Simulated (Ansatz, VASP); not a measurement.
InIrC4N4: VASP beside Ansatz

```
CELL_PARAMETERS angstrom
7.45075 0.00000 0.00000
0.00000 7.45075 0.00000
0.00000 0.00000 3.28535
ATOMIC_POSITIONS crystal
In 0.50000 0.50000 0.00000
Ir 0.00000 0.00000 0.00000
C 0.18737 0.81263 0.00000
C 0.81263 0.18737 0.00000
C 0.18737 0.18737 0.00000
C 0.81263 0.81263 0.00000
N 0.29872 0.70128 0.00000
N 0.70128 0.29872 0.00000
N 0.29872 0.29872 0.00000
N 0.70128 0.70128 0.00000
```

Alike in both runs: functional PBE; k mesh 6 × 6 × 12; occupations gaussian, width 0.1 eV; no spin polarisation.

Ansatz relaxed the structure, and its values are those at the end. VASP's run is a single point on that final structure, the one shown.

```csv
,VASP,Ansatz
version,VASP 6.6.1,Ansatz 0.2.0
potentials or method,"VASP PAW PBE potentials, release 64 (In_d, Ir, C, N), cutoff 520 eV","scalar-relativistic, plane waves, PAW"
valence electrons in the cell,58,66
```

```tsv
	VASP	Ansatz	Ansatz less VASP
gap on the k mesh at the Fermi level (eV)	none	none	-
pressure (GPa)	0.6	0.0	-0.57
rms of the force components (eV/Å)	0.154	0.001	-0.1531
```

A gap of «none» marks a metal or a gap that the smearing closes. One of these differences is far larger than is usual between the two programs; its cause wasn't traced. VASP's potentials hold 58 valence electrons a cell and Ansatz's 66, so a difference there can come from the potentials and not from the codes.

Spin-orbit coupling is off throughout. Noted on VASP's run: the standard files for N, O and F lose accuracy on very short bonds.
